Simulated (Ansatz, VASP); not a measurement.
## Two plane-wave programs on PbSe

The input POSCAR:

```
PbSe
1.0
    0.0000000000      3.1504762639      3.0758372727
    3.1504762639      0.0000000000      3.0758372727
    3.1504762639      3.1504762639      0.0000000000
Pb Se
1 1
Direct
    0.0000000000      0.0000000000      0.0000000000
    0.5000000000      0.5000000000      0.5000000000
```

File INCAR.step1:

```
PREC = Accurate
ENCUT = 520
ISMEAR = 0
SIGMA = 0.01
LREAL = F
LASPH = T
NELM = 100
NBANDS = 17
GGA = PE
ALGO = Normal
EDIFF = 1E-4
LWAVE = T
LCHARG = F
```

INCAR.step2

```
PREC = Accurate
ENCUT = 520
EDIFF = 1E-6
ISMEAR = 0
SIGMA = 0.01
LREAL = F
LASPH = T
NELM = 100
ALGO = Normal
ISIF = 2
LWAVE = F
LCHARG = T
METAGGA = R2SCAN
LMIXTAU = T
LELF = T
LVHAR = T
NBANDS = 17
ISTART = 1
```

File KPOINTS:

```
Automatic mesh
0
Gamma
  8 8 8
```

Input for Ansatz:

```yaml
crystal:
  lattice:
    - [0.0, 3.1504762639, 3.0758372727]
    - [3.1504762639, 0.0, 3.0758372727]
    - [3.1504762639, 3.1504762639, 0.0]
  atoms:
    - { symbol: Pb, position: [0.0, 0.0, 0.0] }
    - { symbol: Se, position: [0.5, 0.5, 0.5] }
kpoints:
  mp_grid: { grid: [8, 8, 8] }
  band_path:
    path:
      - [0.0, 0.0, 0.0]
      - [0.5, 0.0, 0.5]
      - [0.625, 0.25, 0.625]
      - [0.375, 0.375, 0.75]
      - [0.5, 0.5, 0.5]
      - [0.5, 0.25, 0.75]
      - [0.0, 0.0, 0.5]
    npoints: 1
hamiltonian:
  xc: r2scan
scf:
  occupations: { method: fixed }
  n_extra_bands: 4
output:
  forces: true
  stress: true
  eigenvalues: true
```

Change from the starting cell: epitaxial_xy strain +2.0%.

Alike in both runs: task single point; functional r2SCAN; k mesh 8 × 8 × 8; no spin polarisation.

|  | VASP | Ansatz |
| --- | --- | --- |
| version | VASP 6.6.1 | Ansatz 0.2.0 |
| potentials or method | VASP PAW PBE potentials, release 64 (Pb_d, Se) | plane waves, PAW |
| plane-wave cutoff (eV) | 520 | 500 |
| occupations | gaussian, width 0.01 eV | fixed |
| valence electrons in the cell | 20 | 30 |

```tsv
	VASP	Ansatz	Ansatz less VASP
gap on the k mesh at the Fermi level (eV)	0.76	0.76	-0.005
pressure (GPa)	-1.6	-1.6	+0.01
traceless stress, the component that is largest in VASP (GPa)	1.62	1.61	-0.005
```

VASP's potentials were made for PBE, not for r2SCAN. VASP's potentials hold 20 valence electrons a cell and Ansatz's 30, so a difference there can come from the potentials and not from the codes.

Neither program's run includes spin-orbit coupling.
